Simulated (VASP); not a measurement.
Here is a VASP 6.6.1 calculation.

File INCAR:

```
PREC = Accurate ; ENCUT = 520
EDIFF = 1E-6 ; ISMEAR = 0
SIGMA = 0.15 ; LREAL = False
LASPH = True ; NELM = 60
ALGO = Normal ; ISIF = 2
LWAVE = False ; LCHARG = False
GGA = PE ; NBANDS = 15
```

KPOINTS

```
Automatic mesh
0
Gamma
  20 20 20
```

The input POSCAR:

```
TaN
1.0
   -0.2602739138      2.0859452611      2.0859452611
    2.0859452611     -0.2602739138      2.0859452611
    2.0859452611      2.0859452611     -0.2602739138
Ta N
1 1
Direct
    0.5000000000      0.5000000000      0.5000000000
    0.0000000000      0.0000000000      0.0000000000
```

Potentials or basis: VASP PAW PBE potentials, release 64 (Ta_pv, N).

Launch:

```sh
$ cat potpaw_PBE.64/Ta_pv/POTCAR potpaw_PBE.64/N/POTCAR > POTCAR
$ mpirun -np 1 vasp_std > vasp.out
```

Task: What does it give for the pressure?

Result: 1.9 GPa.

Task: What does it give for the band gap on the k mesh?

Result: Zero (band 8 reaches 11.87 eV, above the bottom of band 9 at 6.31 eV).

Stress tensor (GPa, compression positive):
```
 1.94 10.40 10.40
10.40  1.94 10.40
10.40 10.40  1.94
```

Caveat: spin-orbit coupling is left out, which moves the levels of the heavy elements.
